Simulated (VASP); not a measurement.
Set up this calculation in VASP 6.6.1, as the native input.

* Task: single point
* Functional: BLYP
* Potentials or basis: VASP PAW PBE potentials, release 64 (Pb_d)
* Cutoff: 520 eV
* k mesh: 10 × 10 × 6
* Occupations: fermi-dirac, width 0.1 eV
* Spin: no spin polarisation
* Dipole correction: no
* Further INCAR settings: ALGO = Normal; EDIFF = 1e-06; NBANDS = 21

The structure of Pb lies in POSCAR:

```
Pb
1.0
    3.6521949880      0.0000000000      0.0000000000
   -1.8260974940      3.1628936392      0.0000000000
    0.0000000000      0.0000000000      6.0219994471
Pb
2
Direct
    0.3333333333      0.6666666667      0.2500000000
    0.6666666667      0.3333333333      0.7500000000
```

This isn't the form of Pb at room conditions, which is fcc.

The input as run:

INCAR

```
SYSTEM = Pb
  PREC = Accurate
  ENCUT = 520
  EDIFF = 1E-6
  ISMEAR = -1
  SIGMA = 0.1
  LREAL = .False.
  LASPH = .True.
  NELM = 60
  ALGO = Normal
  ISIF = 2
  LWAVE = .False.
  LCHARG = .False.
  GGA = B5
  ALDAX = 1.0
  AGGAX = 1.0
  AGGAC = 1.0
  ALDAC = 0.0
  NBANDS = 21
```

KPOINTS

```
regular mesh
0
Gamma
  10 10 6
  0 0 0
```

Potentials or basis: VASP PAW PBE potentials, release 64 (Pb_d).

Run with:

```bash
$ cat potpaw_PBE.64/Pb_d/POTCAR > POTCAR
$ mpirun -np 1 vasp_std > vasp.out
```

Results of the run:

```yaml
Pressure: 0.0 GPa
Band_gap_on_the_k_mesh: zero (bands 14 and 15 overlap by 5.99 eV)
```

Caveat: the PAW data sets were made with another functional, which shifts forces and pressure a little; spin-orbit coupling is left out, which moves the levels of the heavy elements.

It took 28 s on 1 thread of Intel(R) Xeon(R) 6975P-C (Granite Rapids) (shared host), peak memory 0.21 GiB.
